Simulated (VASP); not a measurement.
A run of VASP 6.6.1 is set up as follows.

Contents of INCAR:

```
ALGO = Normal ; EDIFF = 1E-6
ENCUT = 520 ; GGA = PS
ISIF = 2 ; ISMEAR = 0
LASPH = True ; LCHARG = False
LREAL = False ; LUSENCCL = False
LWAVE = False ; NBANDS = 55
NELM = 60 ; PREC = Accurate
SIGMA = 0.02
```

File KPOINTS:

```
k-points
0
Gamma
  8 8 4
```

The input POSCAR:

```
Ga2O3
1.0
    6.1387134722     -1.5236598588      0.0036360899
    6.1387134722      1.5236598588      0.0036360899
   -1.3804415279      0.0000000000      5.6441527271
Ga O
4 6
Direct
    0.3412681319      0.3412681319      0.6854239428
    0.6587318681      0.6587318681      0.3145760572
    0.9094817728      0.9094817728      0.2046052827
    0.0905182272      0.0905182272      0.7953947173
    0.5037661253      0.5037661253      0.7440673777
    0.4962338747      0.4962338747      0.2559326223
    0.8267789418      0.8267789418      0.4372302546
    0.1732210582      0.1732210582      0.5627697454
    0.1652737577      0.1652737577      0.1095892100
    0.8347262423      0.8347262423      0.8904107900
```

Potentials or basis: VASP PAW PBE potentials, release 64 (Ga_d, O).

Command:

```console
$ cat potpaw_PBE.64/Ga_d/POTCAR potpaw_PBE.64/O/POTCAR > POTCAR
$ mpirun -np 1 vasp_std > vasp.out
```

Estimate the largest force.

0.022 eV/Å.

Predict the pressure.

0.3 GPa.

Predict the band gap on the k mesh.

2.23 eV, indirect (least direct gap 2.24 eV).

Stress tensor (GPa, compression positive):
```
0.19 0.00 0.01
0.00 0.36 0.00
0.01 0.00 0.25
```

Caveat: the PAW data sets were made with another functional, which shifts forces and pressure a little. A k mesh can miss the band edges.
